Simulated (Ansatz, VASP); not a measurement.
**Ta in VASP and in Ansatz**

The input INCAR:

```
SYSTEM = Ta
PREC = Accurate
ENCUT = 520
EDIFF = 1E-6
ISMEAR = -1
SIGMA = 0.01
LREAL = .FALSE.
LASPH = .TRUE.
NELM = 80
ALGO = Normal
ISIF = 2
LWAVE = .FALSE.
LCHARG = .FALSE.
GGA = PE
NBANDS = 12
```

File KPOINTS:

```
Automatic mesh
0
G
  13 13 13
  0 0 0
```

The input POSCAR:

```
Ta
1.0
   -1.6607181506      1.6607181506      1.6607181506
    1.6607181506     -1.6607181506      1.6607181506
    1.6607181506      1.6607181506     -1.6607181506
Ta
1
Direct
    0.0000000000      0.0000000000      0.0000000000
```

Input for Ansatz:

```yaml
crystal:
  lattice:
    - [-1.6607181506, 1.6607181506, 1.6607181506]
    - [1.6607181506, -1.6607181506, 1.6607181506]
    - [1.6607181506, 1.6607181506, -1.6607181506]
  atoms:
    - { symbol: Ta, position: [0.0, 0.0, 0.0] }
hamiltonian:
  xc: pbe
  pseudopotentials:
    kind: paw
    azcp:
      Ta: "pseudopotentials/Ta.paw.azcp"
basis:
  ecutwfc: 420
  fft_grid_basis: typed
kpoints:
  mp_grid: { grid: [13, 13, 13], shift: [0, 0, 0] }
magnetization:
  spin_polarized: false
scf:
  occupations: { method: fermi_dirac, width: 0.01 }
  lower_state_search: "off"
output:
  stress: true
```

Alike in both runs: task single point; functional PBE; k mesh 13 × 13 × 13; occupations fermi-dirac, width 0.01 eV; no spin polarisation.

|  | VASP | Ansatz |
| --- | --- | --- |
| version | VASP 6.6.1 | Ansatz 0.2.0 |
| potentials or method | VASP PAW PBE potentials, release 64 (Ta_pv), cutoff 520 eV | plane waves (420 eV) with PAW, scalar-relativistic |
| valence electrons in the cell | 11 | 13 |

VASP gave:

```
pressure (GPa) : 0.4
```

Q: Which values does Ansatz return?

A: Pressure (GPa): 0.3.

With one functional, cell and mesh, what is left measures potentials, basis and numerics. VASP's potentials hold 11 valence electrons a cell and Ansatz's 13, so a difference there can come from the potentials and not from the codes.

Neither program's run includes spin-orbit coupling.
